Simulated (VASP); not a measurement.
B2N: single point with PBE

Crystal: B2N.

```
CELL_PARAMETERS angstrom
4.88131 0.00000 0.00000
-2.44065 4.22733 0.00000
0.00000 0.00000 2.78073
ATOMIC_POSITIONS crystal
B 0.00000 0.00000 0.50000
B 0.50000 0.00000 0.50000
B 0.00000 0.50000 0.50000
B 0.50000 0.50000 0.50000
N 0.33333 0.66667 0.50000
N 0.66667 0.33333 0.50000
```

```
Program                : VASP 6.6.1
Task                   : single point
Functional             : PBE
Potentials or basis    : VASP PAW PBE potentials, release 64 (B, N)
Cutoff                 : 600 eV
k mesh                 : 4 × 4 × 5
Occupations            : gaussian, width 0.2 eV
Spin                   : no spin polarisation
Dipole correction      : no
Further INCAR settings : ALGO = Normal; EDIFF = 1e-06; NBANDS = 20
```

* Pressure: -0.4 GPa
* Band gap on the k mesh: zero (band 11 reaches 4.77 eV, above the bottom of band 12 at 3.99 eV)

Stress tensor (GPa, compression positive):
```
-0.45  0.00  0.00
 0.00 -0.45  0.00
 0.00  0.00 -0.23
```

Levels at points of the mesh, in eV from the Fermi level:
```
           k point  band 8  band 9  band 10  band 11  band 12  band 13  band 14  band 15
(0.00, 0.00, 0.00)   -4.47   -1.96    -1.82    -1.82     4.13     5.02     5.02     5.45
(0.50, 0.00, 0.00)   -3.80   -3.02    -0.91    -0.36     1.56     2.96     4.61     4.95
```

Wall time 28 s on 1 thread of Intel Xeon 8259CL, with other jobs on the host, peak memory 0.18 GiB.

Caveat: the k points lie up to 0.45 Å⁻¹ apart.
